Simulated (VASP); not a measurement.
# Mo (Immm) in VASP: notebook, part 2 of 2

VASP 6.6.1. Earlier steps stand in the parts before.

## Step 4: Single point, LDA

The input, INCAR:

```
SYSTEM = Mo
PREC     = Accurate       ! precision mode
ENCUT    = 520            ! plane-wave cutoff, eV
EDIFF    = 1E-6           ! SCF threshold, eV
ISMEAR   = 0              ! smearing method
SIGMA    = 0.15           ! smearing width, eV
LREAL    = .FALSE.        ! projectors in reciprocal space
LASPH    = .TRUE.         ! aspherical terms in the spheres
NELM     = 100            ! most SCF steps
ALGO     = Fast           ! electronic algorithm
ISIF     = 2              ! what is computed and relaxed
LWAVE    = .FALSE.        ! write WAVECAR
LCHARG   = .TRUE.         ! write CHGCAR
LELF     = .TRUE.         ! ELF
LVHAR    = .TRUE.       
NBANDS   = 13             ! bands
```

The input, KPOINTS:

```
regular mesh
0
G
  20 20 20
  0 0 0
```

The input, POSCAR:

```
Mo
1.0
   -1.2653155019      1.7320206726      1.6697155323
    1.2653155019     -1.7320206726      1.6697155323
    1.2653155019      1.7320206726     -1.6697155323
Mo
1
Direct
    0.0000000000      0.0000000000      0.0000000000
```

Run with:

```
$ cat potpaw_LDA.64/Mo_sv/POTCAR > POTCAR
$ mpirun -np 1 vasp_std > vasp.out
```

Run time: 72 s. Hardware: 1 thread of AMD EPYC 9R45 (Zen 5), shared host; peak memory 0.27 GiB.

The run converged. Its results:

| Quantity | Value |
| --- | --- |
| Free energy | -11.5737 eV |
| Pressure | 20.5 GPa |
| Band gap on the k mesh | zero (bands 7 and 8 overlap by 6.45 eV) |

Stress tensor (GPa, compression positive):
```
43.41  0.00  0.00
 0.00 10.12  0.00
 0.00  0.00  8.11
```

Levels at points of the mesh, in eV from the Fermi level:
| k point | band 5 | band 6 | band 7 | band 8 | band 9 | band 10 |
| --- | --- | --- | --- | --- | --- | --- |
| (0.00, 0.00, 0.00) | -7.31 | -3.48 | -1.52 | 0.77 | 1.02 | 3.33 |
| (0.50, 0.00, 0.00) | -5.28 | -1.55 | -0.15 | 0.49 | 1.11 | 5.11 |
| (0.00, 0.50, 0.00) | -5.83 | -4.76 | 1.60 | 3.48 | 4.57 | 5.36 |
| (0.50, 0.50, 0.00) | -5.76 | -4.42 | 1.01 | 3.23 | 4.37 | 5.28 |
| (0.50, 0.50, 0.50) | -6.23 | -5.49 | 4.55 | 4.67 | 5.19 | 6.78 |

Caveat: the cell differs from its parent crystal (strain +e along x and -e along y -0.1500, strain +e along z and -e/2 along x and y +0.0733); the cell stands under pressure.

## Step 5: Single point, LDA

The input, INCAR:

```
SYSTEM = Mo
PREC = Accurate ; ENCUT = 520
EDIFF = 1E-6 ; ISMEAR = 0
SIGMA = 0.15 ; LREAL = .False.
LASPH = .True. ; NELM = 100
ALGO = Fast ; ISIF = 2
LWAVE = .False. ; LCHARG = .False.
NBANDS = 13
```

The input, KPOINTS:

```
regular mesh
0
Gamma
  20 20 20
  0 0 0
```

The input, POSCAR:

```
Mo
1.0
   -1.3793471320      1.8460523027      1.4416522723
    1.3793471320     -1.8460523027      1.4416522723
    1.3793471320      1.8460523027     -1.4416522723
Mo
1
Direct
    0.0000000000      0.0000000000      0.0000000000
```

Run with:

```
$ cat potpaw_LDA.64/Mo_sv/POTCAR > POTCAR
$ mpirun -np 1 vasp_std > vasp.out
```

It took 2.9 min on 1 thread of Intel Xeon 8259CL, shared host; peak memory 0.3 GiB.

Results (log left out):

```yaml
Free_energy: -11.7210 eV
Pressure: 12.7 GPa
Band_gap_on_the_k_mesh: zero (bands 7 and 8 overlap by 5.29 eV)
```

Stress tensor (GPa, compression positive):
```
19.37  0.00  0.00
 0.00  2.09  0.00
 0.00  0.00 16.63
```

Levels at points of the mesh, in eV from the Fermi level:
```
           k point  band 4  band 5  band 6  band 7  band 8  band 9  band 10  band 11
(0.00, 0.00, 0.00)  -33.73   -7.08   -1.64   -0.89   -0.36    1.32     2.64    13.12
(0.50, 0.00, 0.00)  -33.90   -5.16   -1.41   -0.79    1.62    3.66     4.84    12.10
(0.00, 0.50, 0.00)  -34.24   -5.66   -4.85    3.98    4.04    4.74     5.51    12.73
(0.50, 0.50, 0.00)  -33.95   -5.22   -2.14   -0.40    2.10    4.39     4.65    12.61
(0.50, 0.50, 0.50)  -34.44   -5.77   -5.12    4.33    5.09    5.15     5.61    11.67
```

Caveat: the cell differs from its parent crystal (strain +e along x and -e along y -0.1500, strain +e along z and -e/2 along x and y -0.0733); the cell stands under pressure.

## Step 6: Single point, LDA

The input, INCAR:

```
SYSTEM = Mo
PREC = Accurate ; ENCUT = 520
EDIFF = 1E-7 ; ISMEAR = 0
SIGMA = 0.15 ; LREAL = .FALSE.
LASPH = .TRUE. ; NELM = 80
ALGO = Fast ; ISIF = 2
LWAVE = .FALSE. ; LCHARG = .TRUE.
LELF = .TRUE. ; LVHAR = .TRUE.
NBANDS = 13
```

The input, KPOINTS:

```
regular mesh
0
G
  20 20 20
  0 0 0
```

The input, POSCAR:

```
Mo
1.0
   -1.4856781267      1.7968149072      1.3845586730
    1.4856781267     -1.7968149072      1.3845586730
    1.4856781267      1.7968149072     -1.3845586730
Mo
1
Direct
    0.0000000000      0.0000000000      0.0000000000
```

Potentials or basis: VASP PAW LDA potentials, release 64 (Mo_sv).

Run with:

```
$ cat potpaw_LDA.64/Mo_sv/POTCAR > POTCAR
$ mpirun -np 1 vasp_std > vasp.out
```

Wall time 3.1 min (1 thread of Intel Xeon 8259CL, shared host); peak memory 0.31 GiB.

The run converged. Its results:

* Free energy: -11.7727 eV
* Pressure: 10.5 GPa
* Band gap on the k mesh: zero (bands 7 and 8 overlap by 5.21 eV)

Stress tensor (GPa, compression positive):
```
13.36  0.00  0.00
 0.00 -3.90  0.00
 0.00  0.00 22.05
```

Levels at points of the mesh, in eV from the Fermi level:
| k point | band 4 | band 5 | band 6 | band 7 | band 8 | band 9 | band 10 | band 11 |
| --- | --- | --- | --- | --- | --- | --- | --- | --- |
| (0.00, 0.00, 0.00) | -33.84 | -7.16 | -2.02 | -0.88 | -0.15 | 0.83 | 2.75 | 13.18 |
| (0.50, 0.00, 0.00) | -34.06 | -5.33 | -2.71 | -0.01 | 2.13 | 4.25 | 4.66 | 12.42 |
| (0.00, 0.50, 0.00) | -34.29 | -5.68 | -4.78 | 3.46 | 3.56 | 4.54 | 5.44 | 12.47 |
| (0.50, 0.50, 0.00) | -33.98 | -5.22 | -1.60 | -0.59 | 1.39 | 3.04 | 4.88 | 11.83 |
| (0.50, 0.50, 0.50) | -34.57 | -5.85 | -5.26 | 4.22 | 4.87 | 5.02 | 6.11 | 10.75 |

Caveat: the cell differs from its parent crystal (strain +e along x and -e along y -0.1000, strain +e along z and -e/2 along x and y -0.1100); the cell stands under pressure.

## Step 7: Overview

```tsv
cell	further INCAR settings	gap on the mesh (eV)	pressure (GPa)
a = 2.723 Å, angles 126.0, 102.5, 101.3°, 1 atom	ALGO = Fast; EDIFF = 1e-06; NBANDS = 13	none	25.0
a = 2.723 Å, angles 117.7, 93.0, 118.9°, 1 atom	ALGO = Fast; EDIFF = 1e-07; NBANDS = 13	none	13.8
a = 2.718 Å, angles 124.5, 100.8, 104.2°, 1 atom	ALGO = Fast; EDIFF = 1e-06; NBANDS = 13	none	20.5
a = 2.718 Å, angles 119.0, 94.4, 115.9°, 1 atom	ALGO = Fast; EDIFF = 1e-06; NBANDS = 13	none	12.7
a = 2.712 Å, angles 113.6, 97.0, 118.6°, 1 atom	ALGO = Fast; EDIFF = 1e-07; NBANDS = 13	none	10.5
```

Alike in all rows: task single point; level LDA; potentials or basis VASP PAW LDA potentials, release 64 (Mo_sv); no spin polarisation; k mesh 20 × 20 × 20; cutoff (eV) 520; smearing gaussian 0.15 eV.

Caveats: the cell stands under pressure.

Absolute energies hang on the potentials; compare differences alone.
